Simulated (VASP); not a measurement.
Here is a VASP 6.6.1 calculation.

Contents of INCAR:

```
  PREC = Accurate
  ENCUT = 520
  EDIFF = 1E-6
  ISMEAR = 0
  SIGMA = 0.1
  LREAL = F
  LASPH = T
  NELM = 100
  ALGO = Fast
  ISIF = 2
  LWAVE = F
  LCHARG = F
  GGA = PS
  NBANDS = 39
```

KPOINTS

```
Automatic mesh
0
Gamma
  10 10 10
```

File POSCAR:

```
TiCo2
1.0
    0.0000000000      3.2094360098      3.2094360098
    3.2094360098      0.0000000000      3.2094360098
    3.2094360098      3.2094360098      0.0000000000
Ti Co
2 4
Direct
    0.5000000000      0.5000000000      0.5000000000
    0.7500000000      0.7500000000      0.7500000000
    0.1250000000      0.1250000000      0.1250000000
    0.6250000000      0.1250000000      0.1250000000
    0.1250000000      0.1250000000      0.6250000000
    0.1250000000      0.6250000000      0.1250000000
```

Potentials or basis: VASP PAW PBE potentials, release 64 (Ti_sv, Co).

Launch:

```sh
$ cat potpaw_PBE.64/Ti_sv/POTCAR potpaw_PBE.64/Co/POTCAR > POTCAR
$ mpirun -np 1 vasp_std > vasp.out
```

**Question.** Estimate the band gap on the k mesh.

**Answer.** Zero (bands 30 and 31 overlap by 0.85 eV).

**Question.** Predict the pressure.

**Answer.** 15.4 GPa.

Caveat: the cell stands under pressure; the PAW data sets were made with another functional, which shifts forces and pressure a little; the run has no spin polarisation, though such a crystal can be magnetic. Spin polarisation is off, so any magnetic state and its effect on volume and gap are missing.
